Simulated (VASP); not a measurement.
Here is a VASP 6.6.1 calculation.

INCAR

```
SYSTEM = ScHO2
PREC = Accurate ; ENCUT = 520
EDIFF = 1E-6 ; ISMEAR = 0
SIGMA = 0.05 ; LREAL = .False.
LASPH = .True. ; NELM = 100
ALGO = Normal ; ISIF = 2
LWAVE = .False. ; LCHARG = .False.
GGA = PS ; NBANDS = 34
```

Contents of KPOINTS:

```
Automatic mesh
0
Gamma
  12 12 4
  0 0 0
```

Contents of POSCAR:

```
ScHO2
1.0
    3.1990857284      0.0000000000      0.0000000000
   -1.5995428642      2.7704895097      0.0000000000
    0.0000000000      0.0000000000      9.2649554038
Sc H O
2 2 4
Direct
    0.0000000000      0.0000000000      0.5056721708
    0.0000000000      0.0000000000      0.0056721708
    0.6666666667      0.3333333333      0.7715732400
    0.3333333333      0.6666666667      0.2715732400
    0.6666666667      0.3333333333      0.6038768349
    0.6666666667      0.3333333333      0.8825414714
    0.3333333333      0.6666666667      0.1038768349
    0.3333333333      0.6666666667      0.3825414714
```

Potentials or basis: VASP PAW PBE potentials, release 64 (Sc_sv, H, O).

Run with:

```sh
$ cat potpaw_PBE.64/Sc_sv/POTCAR potpaw_PBE.64/H/POTCAR potpaw_PBE.64/O/POTCAR > POTCAR
$ mpirun -np 1 vasp_std > vasp.out
```

(1) Predict the largest force.

(2) Estimate the band gap on the k mesh.

(3) Predict the pressure.

Answers

(1) 0.101 eV/Å.

(2) 4.34 eV, indirect (least direct gap 4.70 eV).

(3) 0.8 GPa.

Caveat: the cell differs from its parent crystal (mode 1 (-750.6 1/cm) frozen in at 0.15 Å, then relaxed in part); the PAW data sets were made with another functional, which shifts forces and pressure a little.
